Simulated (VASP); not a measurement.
Write the native input for VASP 6.6.1 that does the following.

| Item | Value |
| --- | --- |
| Task | single point |
| Functional | PBE |
| Potentials or basis | VASP PAW PBE potentials, release 64 (Ba_sv, Zr_sv, O) |
| Cutoff | 520 eV |
| k mesh | 6 × 6 × 2 |
| Occupations | gaussian, width 0.1 eV |
| Spin | no spin polarisation |
| Dipole correction | no |
| Further INCAR settings | ALGO = Normal; EDIFF = 1e-06; NBANDS = 34 |

The structure of Ba2ZrO3 lies in POSCAR:

```
Ba2ZrO3
1.0
    3.3403238800      0.0000000000      0.0000000000
    0.0000000000      3.3403238800      0.0000000000
    0.0000000000      0.0000000000     10.1132824900
Ba Zr O
2 1 3
Direct
    0.5000000000      0.5000000000      0.3248246900
    0.5000000000      0.5000000000      0.6751753100
    0.5000000000      0.5000000000      0.0000000000
    0.0000000000      0.0000000000      0.8390681100
    0.0000000000      0.0000000000      0.1609318900
    0.0000000000      0.0000000000      0.5000000000
```

The cell was generated, and may not be a known phase.

The input as run:

INCAR

```
PREC = Accurate
ENCUT = 520
EDIFF = 1E-6
ISMEAR = 0
SIGMA = 0.1
LREAL = False
LASPH = True
NELM = 100
ALGO = Normal
ISIF = 2
LWAVE = False
LCHARG = False
GGA = PE
NBANDS = 34
```

KPOINTS

```
Automatic mesh
0
Gamma
  6 6 2
```

Potentials or basis: VASP PAW PBE potentials, release 64 (Ba_sv, Zr_sv, O).

Launch:

```bash
$ cat potpaw_PBE.64/Ba_sv/POTCAR potpaw_PBE.64/Zr_sv/POTCAR potpaw_PBE.64/O/POTCAR > POTCAR
$ mpirun -np 1 vasp_std > vasp.out
```

Results of the run:

```yaml
Pressure: -10.4 GPa
Largest_force: 1.233 eV/Å
Band_gap_on_the_k_mesh: zero (bands 25 and 26 overlap by 1.48 eV)
```

Caveat: the cell stands under tension; spin-orbit coupling is left out, which moves the levels of the heavy elements; forces of over 1 eV/Å act on the atoms, so gaps and moduli don't describe the material at rest.

It took 65 s on 1 thread of Intel(R) Xeon(R) 6975P-C (Granite Rapids), on a shared host, peak memory 0.27 GiB.
